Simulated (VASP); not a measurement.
Here is a VASP 6.6.1 calculation.

File INCAR:

```
ALGO     = Normal         # electronic algorithm
EDIFF    = 1E-6           # SCF threshold, eV
ENCUT    = 520            # plane-wave cutoff, eV
GGA      = PE             # functional
ISIF     = 2              # what is computed and relaxed
ISMEAR   = 0              # smearing method
LASPH    = T              # aspherical terms in the spheres
LCHARG   = F              # write CHGCAR
LREAL    = F              # projectors in reciprocal space
LWAVE    = F              # write WAVECAR
NBANDS   = 31             # bands
NELM     = 100            # most SCF steps
PREC     = Accurate       # precision mode
SIGMA    = 0.05           # smearing width, eV
```

The input KPOINTS:

```
k-points
0
Gamma
  6 6 8
```

POSCAR

```
HfO2
1.0
    4.8812946518      0.0000000000      0.0000000000
    0.0000000000      4.8812946518      0.0000000000
    0.0000000000      0.0000000000      3.2380276120
Hf O
2 4
Direct
   -0.0999537446     -0.0999537446     -0.1598195142
    0.5000000000      0.5000000000      0.5000000000
    0.1948368017      0.8051631983      0.5000000000
    0.3051631983      0.3051631983      0.0000000000
    0.6948368017      0.6948368017      0.0000000000
    0.8051631983      0.1948368017      0.5000000000
```

Potentials or basis: VASP PAW PBE potentials, release 64 (Hf_pv, O).

The run is started by

```bash
$ cat potpaw_PBE.64/Hf_pv/POTCAR potpaw_PBE.64/O/POTCAR > POTCAR
$ mpirun -np 1 vasp_std > vasp.out
```

**Question.** What does it give for the band gap on the k mesh?

**Answer.** 1.30 eV (least direct gap 1.42 eV).

**Question.** Estimate the largest force.

**Answer.** 36.476 eV/Å.

**Question.** Estimate the pressure.

**Answer.** 44.1 GPa.

Stress tensor (GPa, compression positive):
```
 55.89  47.96 -25.52
 47.96  55.89 -25.52
-25.52 -25.52  20.60
```

Caveat: the cell differs from its parent crystal (atom 1 (Hf) moved by -0.690 Å along [1 1 0] and -0.517 Å along [0 0 1]); atoms lie so close that the PAW spheres overlap strongly, which falsifies energies and pressures; the stress differs along the axes, from 21 to 56 GPa; spin-orbit coupling is left out, which moves the levels of the heavy elements; forces of over 1 eV/Å act on the atoms, so gaps and moduli don't describe the material at rest. A k mesh can miss the band edges.
